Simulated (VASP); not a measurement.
# InAs (rocksalt type): single point with r2SCAN

The system is InAs (rocksalt type).

```
In As
1.0
     0.00000    2.78372    2.78372
     2.78372    0.00000    2.78372
     2.78372    2.78372    0.00000
In As
1 1
Direct
  0.00000 0.00000 0.00000
  0.50000 0.50000 0.50000
```

```json
{
 "Program": "VASP 6.6.1",
 "Task": "single point",
 "Functional": "r2SCAN",
 "Potentials or basis": "VASP PAW PBE potentials, release 64 (In_d, As)",
 "Cutoff": "550 eV",
 "k mesh": "13 × 13 × 13",
 "Occupations": "fermi-dirac, width 0.05 eV",
 "Spin": "no spin polarisation"
}
```

```yaml
Pressure: 5.4 GPa
Band_gap_on_the_k_mesh: zero (bands 9 and 10 overlap by 2.97 eV)
```

Levels at points of the mesh, in eV from the Fermi level:
```tsv
k point	band 7	band 8	band 9	band 10	band 11	band 12
(0.00, 0.00, 0.00)	-0.29	-0.29	-0.29	0.58	7.74	7.74
```

It took 3 min on 1 thread of AMD EPYC 7R13 Processor (Zen 3), with other jobs on the host, peak memory 0.19 GiB.

Caveat: the cell stands under pressure; the PAW data sets were made with another functional, which shifts forces and pressure a little; spin-orbit coupling is left out, which moves the levels of the heavy elements.
